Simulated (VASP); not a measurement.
The system is Ag.

```
Ag
1.0
    -2.02721    2.02721    0.00000
     0.00000    0.00000    4.05441
     2.02721    2.02721    0.00000
Ag
2
Cartesian
  0.0000 0.0000 0.0000
  0.0000 2.0272 2.0272
```

Base run:

```yaml
Program: VASP 6.6.1
Functional: PBEsol
Potentials_or_basis: VASP PAW PBE potentials, release 64 (Ag)
Cutoff: 520 eV
k_mesh: 14 × 10 × 14
Occupations: fermi-dirac, width 0.05 eV
Spin: no spin polarisation
```

Its results: band gap on the k mesh zero (bands 11 and 12 overlap by 9.38 eV); pressure -0.3 GPa.

**Question.** The run is repeated on the same cell with these changes: functional from PBEsol to PBE; further incar settings from ALGO = Normal; EDIFF = 1e-06; NBANDS = 18 to ALGO = Normal; EDIFF = 1e-07; NBANDS = 18. What comes out?

**Answer.** Band gap on the k mesh zero (bands 11 and 12 overlap by 9.48 eV); pressure 7.4 GPa.

Caveats: the PAW data sets were made with another functional, which shifts forces and pressure a little (at least some runs); the cell stands under pressure (at least some runs).
